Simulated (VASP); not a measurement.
## YS: single point with LDA

YS:

```xyz
2
Lattice="-0.0549 2.7162 2.7162 2.7162 -0.0549 2.7162 2.7162 2.7162 -0.0549" Properties=species:S:1:pos:R:3 pbc="T T T"
Y     2.6888    2.6888    2.6888
S     0.0000    0.0000    0.0000
```

This cell differs from its parent crystal: equal xy, yz and zx shear strains of -2 %.

| Quantity | Value |
| --- | --- |
| Program | VASP 6.6.1 |
| Task | single point |
| Functional | LDA |
| Potentials or basis | VASP PAW LDA potentials, release 64 (Y_sv, S) |
| Cutoff | 520 eV |
| k mesh | 8 × 8 × 8 |
| Occupations | fermi-dirac, width 0.01 eV |
| Spin | no spin polarisation |
| Dipole correction | no |
| Further INCAR settings | ALGO = Normal; EDIFF = 1e-06; NBANDS = 16 |

```
Pressure               : -3.7 GPa
Band gap on the k mesh : zero (an odd number of electrons rules out a gap without spin polarisation)
```

Stress tensor (GPa, compression positive):
```
-3.73  0.62  0.62
 0.62 -3.73  0.62
 0.62  0.62 -3.73
```

Levels at points of the mesh, in eV from the Fermi level:
```csv
k point,band 4,band 5,band 6,band 7,band 8,band 9,band 10,band 11,band 12,band 13
"(0.00, 0.00, 0.00)",-23.12,-14.97,-3.36,-3.36,-3.22,-0.29,-0.29,0.02,0.67,0.67
"(0.50, 0.00, 0.00)",-23.16,-13.65,-7.07,-5.23,-5.06,2.13,2.54,2.60,3.04,5.87
"(0.50, 0.50, 0.00)",-23.25,-14.33,-5.43,-4.09,-3.95,-2.33,1.91,3.11,3.83,3.88
"(0.50, 0.50, 0.50)",-23.19,-13.61,-7.04,-5.31,-5.31,2.03,2.79,2.89,2.89,5.91
```

Wall time 72 s on 1 thread of Intel Xeon 8259CL, on a shared host, peak memory 0.2 GiB.

Caveat: the cell differs from its parent crystal (equal xy, yz and zx shear strains of -2 %); the cell stands under tension.
